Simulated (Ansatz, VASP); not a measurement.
## Pd in VASP and in Ansatz

File INCAR:

```
PREC = Accurate
ENCUT = 520
EDIFF = 1E-6
ISMEAR = -1
SIGMA = 0.05
LREAL = False
LASPH = True
NELM = 100
ALGO = Normal
ISIF = 2
LWAVE = False
LCHARG = False
LDIPOL = True
IDIPOL = 3
DIPOL = 0.5 0.5 0.500
GGA = CA
NBANDS = 39
```

The input KPOINTS:

```
regular mesh
0
Gamma
  4 6 1
```

The input POSCAR:

```
Pd
1.0
    4.4470822281      0.0000000000      0.0000000000
    0.0000000000      2.7232705758      0.0000000000
    0.0000000000      0.0000000000     18.4188103038
Pd
6
Direct
    0.0000000000      0.0000000000      0.3257539386
    0.5000000000      0.3333333333      0.3954523631
    0.0000000000      0.6666666667      0.4651507877
    0.5000000000      0.0000000000      0.5348492123
    0.0000000000      0.3333333333      0.6045476369
    0.5000000000      0.6666666667      0.6742460614
```

Input for Ansatz:

```yaml
crystal:
  lattice:
    - [4.447082228123064, 0.0, 0.0]
    - [2.2604679355107475e-17, 2.723270575775202, 0.0]
    - [0.0, 0.0, 18.418810303788128]
  atoms:
    - { symbol: Pd, position: [0.0, 0.0, 0.3257539385573672] }
    - { symbol: Pd, position: [0.5, 0.33333333333333337, 0.3954523631344203] }
    - { symbol: Pd, position: [1.4032291937448531e-34, 0.6666666666666667, 0.4651507877114735] }
    - { symbol: Pd, position: [0.4999999999999998, 2.220446049250313e-16, 0.5348492122885267] }
    - { symbol: Pd, position: [2.1727669818594393e-36, 0.3333333333333335, 0.6045476368655798] }
    - { symbol: Pd, position: [0.5, 0.6666666666666667, 0.6742460614426328] }
kpoints:
  mp_grid:
    grid: [4, 6, 1]
hamiltonian:
  xc: lda
efield:
  axis: 3
  dipole_correction: true
scf:
  occupations:
    method: fermi_dirac
    width: 0.05
output:
  write_potential: true
  forces: true
```

Alike in both runs: task single point; functional LDA; k mesh 4 × 6 × 1; occupations fermi-dirac, width 0.05 eV; no spin polarisation.

|  | VASP | Ansatz |
| --- | --- | --- |
| version | VASP 6.6.1 | Ansatz 0.2.0 |
| potentials or method | VASP PAW LDA potentials, release 64 (Pd) | plane waves, PAW |
| plane-wave cutoff (eV) | 520 | 420 |
| valence electrons in the cell | 60 | 108 |

Ansatz gave:

* gap on the k mesh at the Fermi level (eV): none
* rms of the force components (eV/Å): 0.468

Task: Estimate VASP's values.

Result: gap on the k mesh at the Fermi level (eV): none; rms of the force components (eV/Å): 0.463.

LDA's correlation is that of Perdew and Zunger in VASP and of Perdew and Wang (1992) in Ansatz. Atom by atom the forces differ by 0.005 eV/Å (rms over components). A gap of «none» marks a metal or a gap that the smearing closes. VASP's potentials hold 60 valence electrons a cell and Ansatz's 108, so a difference there can come from the potentials and not from the codes. Ansatz's warnings: vacuum density over bound, xc potential rough in thin density.

The k mesh is coarse, so the values compare programs but aren't converged.
